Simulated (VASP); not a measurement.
# Sc3PIr4 (P4/mmm) in VASP: a series of runs

The runs below take Sc3PIr4 through single point, with PBE.

All numbers are computed with VASP 6.6.1; they aren't measurements. Logs are shortened: lines on timing, memory, paths and dates and some standing lists are left out, and cuts for length are marked.

## 1. The cell of the first run

Symmetry: P4/mmm, No. 123, tetragonal system. Conventional cell: a = 3.237 Å, b = 3.237 Å, c = 12.244 Å, α = 90.00°, β = 90.00°, γ = 90.00°. Within 3.7 Å of Sc (site symmetry 4mm) lie 8 Ir at 2.77 to 2.79 Å and 1 P at 2.94 Å and 5 Sc at 3.18 to 3.24 Å. Sc (site symmetry 4/mmm) has 8 Ir at 2.79 Å and 6 Sc at 3.18 to 3.24 Å within 3.7 Å. P (site symmetry 4/mmm) has 8 Ir at 2.67 Å and 2 Sc at 2.94 Å and 4 P at 3.24 Å within 3.5 Å. Ir (site symmetry 4mm) has 4 P at 2.67 Å and 6 Ir at 2.76 to 3.24 Å and 4 Sc at 2.77 Å within 3.5 Å. Ir (site symmetry 4mm) has 8 Sc at 2.79 Å and 6 Ir at 3.15 to 3.24 Å within 3.7 Å.

## 2. Single point, PBE

Input file INCAR:

```
SYSTEM = Sc3PIr4
  PREC = Accurate
  ENCUT = 520
  EDIFF = 1E-6
  ISMEAR = 0
  SIGMA = 0.2
  LREAL = .False.
  LASPH = .True.
  NELM = 60
  ALGO = Normal
  ISIF = 2
  LWAVE = .False.
  LCHARG = .False.
  GGA = PE
  NBANDS = 47
```

Input file KPOINTS:

```
Automatic mesh
0
Gamma
  5 5 2
  0 0 0
```

Input file POSCAR:

```
Sc3PIr4
1.0
    3.2371306474      0.0000000000      0.0000000000
    0.0000000000      3.2371306474      0.0000000000
    0.0000000000      0.0000000000     12.2439950687
Sc P Ir
3 1 4
Direct
    0.0000000000      0.0000000000      0.2402126124
    0.0000000000      0.0000000000      0.5000000000
    0.0000000000      0.0000000000      0.7597873876
    0.0000000000      0.0000000000      0.0000000000
    0.5000000000      0.5000000000      0.1125479339
    0.5000000000      0.5000000000      0.3698984626
    0.5000000000      0.5000000000      0.6301015374
    0.5000000000      0.5000000000      0.8874520661
```

Potentials or basis: VASP PAW PBE potentials, release 64 (Sc_sv, P, Ir).

Started as:

```
$ cat potpaw_PBE.64/Sc_sv/POTCAR potpaw_PBE.64/P/POTCAR potpaw_PBE.64/Ir/POTCAR > POTCAR
$ mpirun -np 1 vasp_std > vasp.out
```

OUTCAR:

```text
SYSTEM = Sc3PIr4
   PREC = Accurate
   ENCUT = 520
   EDIFF = 1E-6
   ISMEAR = 0
   LREAL = .False.
   LASPH = .True.
   NELM = 60
   ISIF = 2
   GGA = PE

 ion  position               nearest neighbor table
   1  0.000  0.000  0.240-   5 2.77   5 2.77   5 2.77   5 2.77   6 2.79   6 2.79   6 2.79   6 2.79
                             4 2.94   2 3.18
   2  0.000  0.000  0.500-   6 2.79   7 2.79   6 2.79   7 2.79   6 2.79   7 2.79   6 2.79   7 2.79
                             1 3.18   3 3.18
   3  0.000  0.000  0.760-   8 2.77   8 2.77   8 2.77   8 2.77   7 2.79   7 2.79   7 2.79   7 2.79
                             4 2.94   2 3.18
   4  0.000  0.000  0.000-   5 2.67   8 2.67   5 2.67   8 2.67   5 2.67   8 2.67   5 2.67   8 2.67
                             1 2.94   3 2.94
   5  0.500  0.500  0.113-   4 2.67   4 2.67   4 2.67   4 2.67   8 2.76   1 2.77   1 2.77   1 2.77
                             1 2.77   6 3.15
   6  0.500  0.500  0.370-   1 2.79   1 2.79   1 2.79   1 2.79   2 2.79   2 2.79   2 2.79   2 2.79
                             5 3.15   7 3.19
   7  0.500  0.500  0.630-   3 2.79   3 2.79   3 2.79   3 2.79   2 2.79   2 2.79   2 2.79   2 2.79
                             8 3.15   6 3.19
   8  0.500  0.500  0.887-   4 2.67   4 2.67   4 2.67   4 2.67   5 2.76   3 2.77   3 2.77   3 2.77
                             3 2.77   7 3.15

  LATTYP: Found a simple tetragonal cell.
 ALAT       =     3.2371306474
 C/A-ratio  =     3.7823604922

  Lattice vectors:

 A1 = (   3.2371306474,   0.0000000000,   0.0000000000)
 A2 = (   0.0000000000,   3.2371306474,   0.0000000000)
 A3 = (   0.0000000000,   0.0000000000,  12.2439950687)

Analysis of symmetry for initial positions (statically):
=====================================================================
 Subroutine PRICEL returns:
 Original cell was already a primitive cell.

 Routine SETGRP: Setting up the symmetry group for a
 simple tetragonal supercell.

 Subroutine GETGRP returns: Found 16 space group operations
 (whereof 16 operations were pure point group operations)
 out of a pool of 16 trial point group operations.

The static configuration has the point symmetry D_4h.

Analysis of symmetry for dynamics (positions and initial velocities):
=====================================================================
 Subroutine PRICEL returns:
 Original cell was already a primitive cell.

 Routine SETGRP: Setting up the symmetry group for a
 simple tetragonal supercell.

 Subroutine GETGRP returns: Found 16 space group operations
 (whereof 16 operations were pure point group operations)
 out of a pool of 16 trial point group operations.

The dynamic configuration has the point symmetry D_4h.

 Subroutine INISYM returns: Found 16 space group operations
 (whereof 16 operations are pure point group operations),
 and found     1 'primitive' translations

----------------------------------------------------------------------------------------

                                     Primitive cell

  volume of cell :     128.3050

  direct lattice vectors                    reciprocal lattice vectors
     3.237130647  0.000000000  0.000000000     0.308915552  0.000000000  0.000000000
     0.000000000  3.237130647  0.000000000     0.000000000  0.308915552  0.000000000
     0.000000000  0.000000000 12.243995069     0.000000000  0.000000000  0.081672689

  length of vectors
     3.237130647  3.237130647 12.243995069     0.308915552  0.308915552  0.081672689

  position of ions in fractional coordinates (direct lattice)
     0.000000000  0.000000000  0.240212612
     0.000000000  0.000000000  0.500000000
     0.000000000  0.000000000  0.759787388
     0.000000000  0.000000000  0.000000000
     0.500000000  0.500000000  0.112547934
     0.500000000  0.500000000  0.369898463
     0.500000000  0.500000000  0.630101537
     0.500000000  0.500000000  0.887452066

  ion indices of the primitive-cell ions
   primitive index   ion index
                 1           1
                 2           2
                 3           3
                 4           4
                 5           5
                 6           6
                 7           7
                 8           8

----------------------------------------------------------------------------------------

 KPOINTS: Automatic mesh

Automatic generation of k-mesh.
 Grid dimensions read from file:
 generate k-points for:    5    5    2

 Generating k-lattice:

  Cartesian coordinates                     Fractional coordinates (reciprocal lattice)
     0.061783110  0.000000000  0.000000000     0.200000000  0.000000000  0.000000000
     0.000000000  0.061783110  0.000000000     0.000000000  0.200000000  0.000000000
     0.000000000  0.000000000  0.040836344     0.000000000  0.000000000  0.500000000

  Length of vectors
     0.061783110  0.061783110  0.040836344

  Shift w.r.t. Gamma in fractional coordinates (k-lattice)
     0.000000000  0.000000000  0.000000000

 Subroutine IBZKPT returns following result:
 ===========================================

 Found     12 irreducible k-points:

 Following reciprocal coordinates:
            Coordinates               Weight
  0.000000  0.000000  0.000000      1.000000
  0.200000  0.000000  0.000000      4.000000
  0.400000  0.000000  0.000000      4.000000
  0.200000  0.200000  0.000000      4.000000
  0.400000  0.200000  0.000000      8.000000
  0.400000  0.400000  0.000000      4.000000
  0.000000  0.000000  0.500000      1.000000
  0.200000  0.000000  0.500000      4.000000
  0.400000  0.000000  0.500000      4.000000
  0.200000  0.200000  0.500000      4.000000
  0.400000  0.200000  0.500000      8.000000
  0.400000  0.400000  0.500000      4.000000
   k-points           NKPTS =     12   k-points in BZ     NKDIM =     12   number of bands    NBANDS=     47
   number of dos      NEDOS =    301   number of ions     NIONS =      8
   total plane-waves  NPLWV =  55296
   dimension x,y,z NGX =    24 NGY =   24 NGZ =   96
   dimension x,y,z NGXF=    48 NGYF=   48 NGZF=  192
   ions per type =               3   1   4
   NGX,Y,Z   is equivalent  to a cutoff of  12.33, 12.33, 13.03 a.u.
   NGXF,Y,Z  is equivalent  to a cutoff of  24.65, 24.65, 26.07 a.u.
 SYSTEM =  Sc3PIr4
   PREC   = accura    normal or accurate (medium, high low for compatibility)
   ISTART =      0    job   : 0-new  1-cont  2-samecut
   ICHARG =      2    charge: 1-file 2-atom 10-const
   ISPIN  =      1    spin polarized calculation?
   LNONCOLLINEAR =      F non collinear calculations
   LSORBIT =      F    spin-orbit coupling
   LASPH  =      T    aspherical Exc in radial PAW
   ENCUT  =  520.0 eV  38.22 Ry    6.18 a.u.   6.02  6.02 22.77*2*pi/ulx,y,z
   NELM   =     60;   NELMIN=  2; NELMDL= -5     # of ELM steps
   EDIFF  = 0.1E-05   stopping-criterion for ELM
   LREAL  =      F    real-space projection
   EDIFFG = 0.1E-04   stopping-criterion for IOM
   NSW    =      0    number of steps for IOM
   IBRION =     -1    ionic relax: 0-MD 1-quasi-New 2-CG
   NFREE  =      0    steps in history (QN), initial steepest desc. (CG)
   ISIF   =      2    stress and relaxation
   ISYM   =      2    0-nonsym 1-usesym 2-fastsym
   POTIM  = 0.5000    time-step for ionic-motion
   TEBEG  =    0.0;   TEEND  =   0.0 temperature during run
   PSTRESS=    0.0 pullay stress
   NELECT =      74.0000    total number of electrons
   NUPDOWN=      -1.0000    fix difference up-down
   EMIN   =  10.00;   EMAX   =-10.00  energy-range for DOS
   EFERMI =   0.00;   METHOD = LEGACY
   ISMEAR =     0;   SIGMA  =   0.20  broadening in eV -4-tet -1-fermi 0-gaus
   EFERMI_NEDOS =   21; number of points for ismear=-14 and -15
   IALGO  =     38    algorithm
   IMIX   =      4    mixing-type and parameters
     AMIX     =   0.40;   BMIX     =  1.00
     AMIX_MAG =   1.60;   BMIX_MAG =  1.00
  volume/ion in A,a.u.               =      16.04       108.23
  Fermi-wavevector in a.u.,A,eV,Ry     =   1.362712  2.575153 25.265815  1.856985
  Thomas-Fermi vector in A             =   2.489178
   LORBIT       =      0    0 simple, 1 ext, 2 COOP (PROOUT), +10 PAW based schemes
   GGA     = PE    functional components
   LHFCALC =     F    Hartree Fock is set to
   AEXX    =    0.0000 exact exchange contribution
   IVDW    =     0    specifies the selected vdW correction
   LEPSILON=     F    determine dielectric tensor
   LRPA    =     F    only Hartree local field effects (RPA)
 non-spin polarized calculation
 Gauss-broadening in eV      SIGMA  =   0.20
  energy-cutoff  :      520.00
  volume of cell :      128.31
 maximum number of plane-waves:      3490
   NGX = 13   NGY = 13   NGZ = 45

 number of electron      74.0000004 magnetization

 Free energy of the ion-electron system (eV)
  ---------------------------------------------------
  ext. energy  EPLUGINS =         0.00000000
  ---------------------------------------------------
  free energy    TOTEN  =       -65.70837155 eV

  energy without entropy =      -65.66594609  energy(sigma->0) =      -65.68715882

 E-fermi :   7.8173     XC(G=0): -12.3915

 val. band max:        7.7775686544   @ k =   0.2000   0.2000   0.0000
 cond. band min:       7.8268957247   @ k =   0.4000   0.4000   0.0000
 fundamental gap:      0.0493270704
 Fermi energy:         7.8172578201

 k-point     1 :       0.0000    0.0000    0.0000
  band No.  band energies     occupation
      1     -41.4083      2.00000
      2     -41.2771      2.00000
      3     -41.2761      2.00000
      4     -20.1992      2.00000
      5     -20.0366      2.00000
      6     -19.9563      2.00000
[... 39 lines left out ...]
     46       9.8710      0.00000
     47      10.1284      0.00000

 k-point     2 :       0.2000    0.0000    0.0000
  band No.  band energies     occupation
      1     -41.3999      2.00000
      2     -41.2689      2.00000
      3     -41.2680      2.00000
      4     -20.1809      2.00000
      5     -20.0376      2.00000
      6     -20.0182      2.00000
[... 492 lines left out ...]
 k-point    12 :       0.4000    0.4000    0.5000
  band No.  band energies     occupation
      1     -41.3667      2.00000
      2     -41.2356      2.00000
      3     -41.2348      2.00000
      4     -20.1444      2.00000
      5     -20.1416      2.00000
      6     -20.1389      2.00000
[... 39 lines left out ...]
     46      10.4048      0.00000
     47      10.9217      0.00000

------------------------ aborting loop because EDIFF is reached ----------------------------------------

  FORCE on cell =-STRESS in cart. coord.  units (eV):
  Direction    XX          YY          ZZ          XY          YZ          ZX
  --------------------------------------------------------------------------------------
  -------------------------------------------------------------------------------------
  Total        0.1841229      0.1841229      0.4965733      0.0000000      0.0000000     -0.0000000
  in kB        2.2991901      2.2991901      6.2008370      0.0000000      0.0000000     -0.0000000
  external PRESSURE =       3.5997391 kB  Pullay stress =       0.0000000 kB

 VOLUME and BASIS-vectors are now :
 -----------------------------------------------------------------------------
  energy-cutoff  :      520.00
  volume of cell :      128.31
      direct lattice vectors                 reciprocal lattice vectors
     3.237130647  0.000000000  0.000000000     0.308915552  0.000000000  0.000000000
     0.000000000  3.237130647  0.000000000     0.000000000  0.308915552  0.000000000
     0.000000000  0.000000000 12.243995069     0.000000000  0.000000000  0.081672689

 POSITION                                       TOTAL-FORCE (eV/Angst)
 -----------------------------------------------------------------------------------
      0.00000      0.00000      2.94116         0.000000      0.000000     -0.061427
      0.00000      0.00000      6.12200         0.000000      0.000000      0.000000
      0.00000      0.00000      9.30283        -0.000000      0.000000      0.061427
      0.00000      0.00000      0.00000         0.000000      0.000000      0.000000
      1.61857      1.61857      1.37804        -0.000000      0.000000     -0.015283
      1.61857      1.61857      4.52903         0.000000     -0.000000      0.065819
      1.61857      1.61857      7.71496         0.000000     -0.000000     -0.065819
      1.61857      1.61857     10.86596         0.000000      0.000000      0.015283
 -----------------------------------------------------------------------------------
    total drift:                                0.000000     -0.000000      0.000000

  FREE ENERGIE OF THE ION-ELECTRON SYSTEM (eV)
  ---------------------------------------------------
  free  energy   TOTEN  =       -65.7083715529 eV

  energy  without entropy=      -65.6659460871  energy(sigma->0) =      -65.68715882
```

It took 51 s on 1 thread of Intel Xeon 6975P-C (Granite Rapids), shared host; peak memory 0.25 GiB.

What came out:

| Quantity | Value |
| --- | --- |
| Free energy | -65.7084 eV |
| Pressure | 0.4 GPa |
| Largest force | 0.066 eV/Å |
| Band gap on the k mesh | zero (band 37 reaches 8.41 eV, above the bottom of band 38 at 7.83 eV) |

Forces in eV/Å, atoms in the order of the input:
```
Sc   0.000  0.000 -0.061
Sc   0.000  0.000  0.000
Sc   0.000  0.000  0.061
P    0.000  0.000  0.000
Ir   0.000  0.000 -0.015
Ir   0.000  0.000  0.066
Ir   0.000  0.000 -0.066
Ir   0.000  0.000  0.015
```

Levels at points of the mesh, in eV from the Fermi level:
| k point | band 34 | band 35 | band 36 | band 37 | band 38 | band 39 | band 40 | band 41 |
| --- | --- | --- | --- | --- | --- | --- | --- | --- |
| (0.00, 0.00, 0.00) | -1.42 | -1.42 | -1.28 | 0.59 | 0.77 | 0.77 | 1.01 | 1.52 |
| (0.00, 0.00, 0.50) | -1.44 | -1.43 | -1.35 | 0.48 | 0.70 | 0.73 | 0.73 | 1.34 |

Caveat: the k points lie up to 0.39 Å⁻¹ apart; spin-orbit coupling is left out, which moves the levels of the heavy elements.

## 3. Single point, PBE

This run uses another cell than the first one, of 16.08 Å³/atom, 1.003 times its volume.

Input file INCAR:

```
SYSTEM = Sc3PIr4
ALGO     = Normal         ! electronic algorithm
EDIFF    = 1E-7           ! SCF threshold, eV
ENCUT    = 520            ! plane-wave cutoff, eV
GGA      = PE             ! functional
ISIF     = 2              ! what is computed and relaxed
ISMEAR   = 0              ! smearing method
LASPH    = .TRUE.         ! aspherical terms in the spheres
LCHARG   = .FALSE.        ! write CHGCAR
LREAL    = .FALSE.        ! projectors in reciprocal space
LWAVE    = .FALSE.        ! write WAVECAR
NBANDS   = 47             ! bands
NELM     = 100            ! most SCF steps
PREC     = Accurate       ! precision mode
SIGMA    = 0.2            ! smearing width, eV
```

Input file KPOINTS:

```
k-points
0
G
  6 6 2
  0 0 0
```

Input file POSCAR:

```
Sc3PIr4
1.0
    3.2216928622      0.0000000000      0.0000000000
    0.0000000000      3.2216928622      0.0000000000
    0.0000000000      0.0000000000     12.3935117714
Sc P Ir
3 1 4
Direct
    0.0000000000      0.0000000000      0.2400675516
    0.0000000000      0.0000000000      0.5000000000
    0.0000000000      0.0000000000      0.7599324484
    0.0000000000      0.0000000000      0.0000000000
    0.5000000000      0.5000000000      0.1118384324
    0.5000000000      0.5000000000      0.3698691416
    0.5000000000      0.5000000000      0.6301308584
    0.5000000000      0.5000000000      0.8881615676
```

Potentials or basis: VASP PAW PBE potentials, release 64 (Sc_sv, P, Ir).

Started as:

```
$ cat potpaw_PBE.64/Sc_sv/POTCAR potpaw_PBE.64/P/POTCAR potpaw_PBE.64/Ir/POTCAR > POTCAR
$ mpirun -np 1 vasp_std > vasp.out
```

Run time: 85 s. Hardware: 1 thread of Intel Xeon 6975P-C (Granite Rapids), shared host; peak memory 0.28 GiB.

It converged, with:

* Free energy: -65.1576 eV
* Pressure: 0.5 GPa
* Largest force: 0.021 eV/Å
* Band gap on the k mesh: zero (band 37 reaches 8.37 eV, above the bottom of band 38 at 7.71 eV)

Forces on the atoms (eV/Å):
```
Sc   0.000  0.000  0.017
Sc   0.000  0.000  0.000
Sc   0.000  0.000 -0.017
P    0.000  0.000  0.000
Ir   0.000  0.000 -0.021
Ir   0.000  0.000 -0.002
Ir   0.000  0.000  0.002
Ir   0.000  0.000  0.021
```

Stress tensor (GPa, compression positive):
```
0.68 0.00 0.00
0.00 0.68 0.00
0.00 0.00 0.28
```

Levels at points of the mesh, in eV from the Fermi level:
```tsv
k point	band 35	band 36	band 37	band 38	band 39	band 40
(0.00, 0.00, 0.00)	-1.45	-1.24	0.60	0.82	0.87	0.87
(0.50, 0.00, 0.00)	-0.99	-0.13	0.12	0.22	0.24	0.49
(0.50, 0.50, 0.00)	-0.22	-0.21	-0.17	0.04	0.35	0.35
(0.00, 0.00, 0.50)	-1.38	-1.31	0.32	0.70	0.84	0.84
(0.50, 0.00, 0.50)	-1.11	-0.47	-0.07	0.19	0.21	0.41
(0.50, 0.50, 0.50)	-0.24	-0.19	-0.18	0.01	0.01	0.32
```

Caveat: spin-orbit coupling is left out, which moves the levels of the heavy elements.
